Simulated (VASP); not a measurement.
Input of a VASP 6.6.1 run:

File INCAR:

```
ALGO = Normal ; DIPOL = 0.5 0.5 0.318
EDIFF = 1E-6 ; ENCUT = 520
GGA = CA ; IDIPOL = 3
ISIF = 2 ; ISMEAR = 0
LASPH = True ; LCHARG = False
LDIPOL = True ; LREAL = False
LWAVE = False ; NBANDS = 38
NELM = 100 ; PREC = Accurate
SIGMA = 0.1
```

File KPOINTS:

```
k-points
0
Gamma
  6 3 1
```

Contents of POSCAR:

```
HC6
1.0
    4.8889075235      0.0000000000      0.0000000000
   -1.2222268809      8.7842777898      0.0000000000
    0.0000000000      0.0000000000     22.7472999250
C H
12 2
Direct
    0.0193593843      0.0774375370      0.1758450459
    0.5193593842      0.0774375370      0.1758450459
    0.2741992303      0.0967969212      0.2059521363
    0.7741992303      0.0967969212      0.2059521363
    0.2838789224      0.1355156897      0.2661663168
    0.7838789224      0.1355156897      0.2661663168
    0.0386178296      0.1544718076      0.2954947895
    0.5386178296      0.1544718076      0.2954947895
    0.0488209147      0.1952857701      0.3583563417
    0.5488209147      0.1952857701      0.3583563417
    0.3031079910      0.2124325380      0.3845423393
    0.8031079910      0.2124325380      0.3845423393
    0.0488209147      0.1586408620      0.5428028806
    0.0488209147      0.2319306782      0.5428028806
```

Potentials or basis: VASP PAW LDA potentials, release 64 (C, H).

Command:

```bash
$ cat potpaw_LDA.64/C/POTCAR potpaw_LDA.64/H/POTCAR > POTCAR
$ mpirun -np 1 vasp_std > vasp.out
```

(1) What does it give for the band gap on the k mesh?

(2) Predict the largest force.

## Answers

(1) 0.10 eV.

(2) 5.555 eV/Å.
